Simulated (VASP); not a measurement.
Wanted: the native input for a VASP 6.6.1 run.

```
Task                   : single point
Functional             : PBE
Potentials or basis    : VASP PAW PBE potentials, release 64 (Gd, O)
Cutoff                 : 520 eV
k mesh                 : 12 × 12 × 12
Occupations            : gaussian, width 0.05 eV
Spin                   : non-collinear spin, typed start, spin-orbit coupling
Starting moments       : [[0.0, 0.0, 7.35], [0.0, 0.0, 0.0]] μB
Dipole correction      : no
Further INCAR settings : ALGO = Normal; EDIFF = 1e-07; NBANDS = 36
```

The structure of GdO lies in POSCAR:

```
GdO
1.0
    0.0000000000      2.6924209023      2.6924209023
    2.6924209023      0.0000000000      2.6924209023
    2.6924209023      2.6924209023      0.0000000000
Gd O
1 1
Direct
    0.0000000000      0.0000000000      0.0000000000
    0.2500000000      0.2500000000      0.2500000000
```

The input as run:

INCAR

```
SYSTEM = GdO
ALGO = Normal
EDIFF = 1E-7
ENCUT = 520
GGA = PE
GGA_COMPAT = .False.
ISIF = 2
ISMEAR = 0
LASPH = .True.
LCHARG = .False.
LMAXMIX = 6
LNONCOLLINEAR = .True.
LORBIT = 11
LORBMOM = .True.
LREAL = .False.
LSORBIT = .True.
LWAVE = .False.
MAGMOM = 0 0 7.35 0 0 0
NBANDS = 36
NELM = 150
PREC = Accurate
SIGMA = 0.05
```

KPOINTS

```
k-points
0
Gamma
  12 12 12
  0 0 0
```

Potentials or basis: VASP PAW PBE potentials, release 64 (Gd, O).

Launch:

```sh
$ cat potpaw_PBE.64/Gd/POTCAR potpaw_PBE.64/O/POTCAR > POTCAR
$ mpirun -np 1 vasp_ncl > vasp.out
```

Results of the run:

```yaml
Pressure: 0.2 GPa
Net_moment: 7.51 μB per cell
Valence_electrons_inside_the_program's_atomic_spheres: Gd 15.24; O 5.00
```

Caveat: a cell with one magnetic atom can't hold antiferromagnetic order, which such compounds often take.

It took 59 min on 1 thread of Intel(R) Xeon(R) Platinum 8488C (Sapphire Rapids), on a shared host, peak memory 0.98 GiB.
